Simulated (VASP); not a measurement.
Input of a VASP 6.6.1 run:

INCAR

```
SYSTEM = Pt
ALGO = Fast
EDIFF = 1E-6
ENCUT = 520
GGA = PE
ISIF = 2
ISMEAR = 0
LASPH = .TRUE.
LCHARG = .FALSE.
LREAL = .FALSE.
LWAVE = .FALSE.
NBANDS = 11
NELM = 100
PREC = Accurate
SIGMA = 0.1
```

File KPOINTS:

```
k-points
0
G
  18 18 18
  0 0 0
```

Contents of POSCAR:

```
Pt
1.0
    0.0000000000      1.9850560980      1.9850560980
    1.9850560980      0.0000000000      1.9850560980
    1.9850560980      1.9850560980      0.0000000000
Pt
1
Direct
    0.0000000000      0.0000000000      0.0000000000
```

Potentials or basis: VASP PAW PBE potentials, release 64 (Pt).

Launch:

```bash
$ cat potpaw_PBE.64/Pt/POTCAR > POTCAR
$ mpirun -np 1 vasp_std > vasp.out
```

Question: Predict the band gap on the k mesh.

Answer: Zero (bands 5 and 6 overlap by 2.09 eV).

Question: What does it give for the pressure?

Answer: -0.5 GPa.

Caveat: spin-orbit coupling is left out, which moves the levels of the heavy elements.
